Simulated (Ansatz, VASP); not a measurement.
PbS in VASP and in Ansatz

The input INCAR:

```
SYSTEM = PbS
ALGO = Normal
EDIFF = 1E-6
ENCUT = 520
GGA = PE
ISIF = 2
ISMEAR = -1
LASPH = .True.
LCHARG = .True.
LELF = .True.
LREAL = .False.
LVHAR = .True.
LWAVE = .False.
NBANDS = 28
NELM = 60
PREC = Accurate
SIGMA = 0.01
```

File KPOINTS:

```
k-points
0
Gamma
  7 7 3
  0 0 0
```

POSCAR

```
PbS
1.0
    2.9405000000     -2.9000000000      0.0000000000
    2.9405000000      2.9000000000      0.0000000000
   -1.0800500000      0.0000000000     11.8263829000
Pb S
2 2
Direct
    0.7756000000      0.7756000000      0.6363800000
    0.2244000000      0.2244000000      0.3636200000
    0.2684000000      0.2684000000      0.5986000000
    0.7316000000      0.7316000000      0.4014000000
```

Input for Ansatz:

```yaml
crystal:
  lattice:
    - [2.9405, -2.9, 0.0]
    - [2.9405, 2.9, 0.0]
    - [-1.08005, 0.0, 11.8263829]
  atoms:
    - { symbol: Pb, position: [0.7756, 0.7756, 0.63638] }
    - { symbol: Pb, position: [0.2244, 0.2244, 0.36362] }
    - { symbol: S, position: [0.2684, 0.2684, 0.5986] }
    - { symbol: S, position: [0.7316, 0.7316, 0.4014] }
kpoints:
  mp_grid: { grid: [7, 7, 3] }
  band_path:
    path:
      - [0.0, 0.0, 0.0]
      - [-0.4951888857, 0.4951888857, 0.0]
      - [-0.5048111143, -0.4951888857, 0.0]
      - [-0.5, -0.5, 0.0]
      - [0.0, 0.0, 0.0]
      - [-0.5, -0.5, 0.5]
      - [-0.5158540567, -0.4841459433, 0.5]
      - [-0.4841459433, 0.4841459433, 0.5]
      - [0.0, 0.0, 0.5]
    npoints: 5
scf:
  occupations: { method: fermi_dirac, width: 0.01 }
hamiltonian:
  xc: pbe
  pseudopotentials: { kind: all_electron, lapw: { basis_error: 0.0005 } }
output:
  forces: true
  stress: true
  eigenvalues: true
```

Change from the starting cell: zz strain of +1 %.

Alike in both runs: task single point; functional PBE; k mesh 7 × 7 × 3; occupations fermi-dirac, width 0.01 eV; no spin polarisation.

```csv
,VASP,Ansatz
version,VASP 6.6.1,Ansatz 0.2.0
potentials or method,"VASP PAW PBE potentials, release 64 (Pb_d, S), cutoff 520 eV","all-electron LAPW, scalar-relativistic"
```

|  | VASP | Ansatz | Ansatz less VASP |
| --- | --- | --- | --- |
| gap on the k mesh at the Fermi level (eV) | 1.23 | 1.23 | +0.004 |
| rms of the force components (eV/Å) | 0.214 | 0.213 | -0.0013 |

Atom by atom the forces differ by 0.002 eV/Å (rms over components). Ansatz ran all-electron here, and VASP with PAW potentials.

Spin-orbit coupling is off throughout.
